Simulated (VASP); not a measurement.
# BaTiO3: single point with PBE

The system is BaTiO3.

```
Ba Ti O
1.0
     4.05148    0.00000    0.00000
     0.00000    4.05148    0.00000
     0.00000    0.00000    4.01258
Ba Ti O
1 1 3
Direct
  0.50000 0.50000 0.58075
  0.00000 0.00000 0.09608
  0.00000 0.50000 0.06520
  0.50000 0.00000 0.06520
  0.00000 0.00000 0.55275
```

This cell differs from its parent crystal: epitaxial xy strain +2.0%.

```
Program             : VASP 6.6.1
Task                : single point
Functional          : PBE
Potentials or basis : VASP PAW PBE potentials, release 64 (Ba_sv, Ti_sv, O)
Cutoff              : 520 eV
k mesh              : 6 × 6 × 6
Occupations         : fermi-dirac, width 0.02 eV
Spin                : no spin polarisation
```

| Item | Value |
| --- | --- |
| Pressure | 1.2 GPa |
| Largest force | 0.175 eV/Å |
| Band gap on the k mesh | 1.75 eV, indirect (least direct gap 2.11 eV) |

Forces on the atoms (eV/Å):
```
Ba   0.000  0.000 -0.014
Ti   0.000  0.000 -0.123
O    0.000  0.000 -0.019
O    0.000  0.000 -0.019
O    0.000  0.000  0.175
```

Stress tensor (GPa, compression positive):
```
-0.66  0.00  0.00
 0.00 -0.66  0.00
 0.00  0.00  4.99
```

Levels at points of the mesh, in eV from the valence-band top:
```tsv
k point	band 17	band 18	band 19	band 20	band 21	band 22	band 23	band 24
(0.00, 0.00, 0.00)	-1.06	-0.42	-0.36	-0.36	1.75	2.13	2.13	3.81
(0.50, 0.00, 0.00)	-1.73	-1.57	-1.07	-0.95	2.23	3.37	3.45	4.03
(0.50, 0.50, 0.00)	-1.83	-1.15	-1.15	-0.09	3.47	3.47	3.79	4.64
(0.00, 0.00, 0.50)	-1.88	-1.88	-0.70	-0.70	1.92	3.61	3.61	3.82
(0.50, 0.00, 0.50)	-1.73	-0.87	-0.85	-0.21	3.40	3.62	3.88	4.63
(0.50, 0.50, 0.50)	-2.32	-0.12	-0.12	0.00	4.01	4.11	4.11	6.30
```

Wall time 72 s on 1 thread of AMD EPYC 7R13 Processor (Zen 3), on a shared host, peak memory 0.18 GiB.

Caveat: the cell differs from its parent crystal (epitaxial xy strain +2.0%); spin-orbit coupling is left out, which moves the levels of the heavy elements. A k mesh can miss the band edges.
